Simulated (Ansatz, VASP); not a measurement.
## ZrNbSe3: VASP beside Ansatz

```
Zr Nb Se
1.0
     4.63198    0.00000    0.00000
     0.00000    4.63198    0.00000
     0.00000    0.00000    4.63198
Zr Nb Se
1 1 3
Direct
  0.50000 0.50000 0.50000
  0.00000 0.00000 0.00000
  0.50000 0.50000 0.00000
  0.00000 0.50000 0.50000
  0.50000 0.00000 0.50000
```

Change from the starting cell: species swapped into the ZnAgF3 type (Pm-3m, No. 221).

Alike in both runs: task single point; functional PBE; k mesh 4 × 4 × 4; occupations gaussian, width 0.1 eV; collinear spin.

|  | VASP | Ansatz |
| --- | --- | --- |
| version | VASP 6.6.1 | Ansatz 0.2.0 |
| potentials or method | VASP PAW PBE potentials, release 64 (Zr_sv, Nb_sv, Se), cutoff 520 eV | scalar-relativistic, plane waves, PAW |
| valence electrons in the cell | 43 | 73 |

VASP gave:

| Item | Value |
| --- | --- |
| gap on the k mesh at the Fermi level (eV) | none |
| net moment per atom (μB) | 0.53 |
| size of the moment on the site where the two differ most (μB) | 2.12 |

Question: What did Ansatz give for the same quantities?

Answer: gap on the k mesh at the Fermi level (eV): none; net moment per atom (μB): 0.53; size of the moment on the site where the two differ most (μB): 2.38.

Site moments also hang on the region over which each program counts them. A gap of «none» marks a metal or a gap that the smearing closes. VASP's potentials hold 43 valence electrons a cell and Ansatz's 73, so a difference there can come from the potentials and not from the codes. Ansatz's warnings: no starting moments.
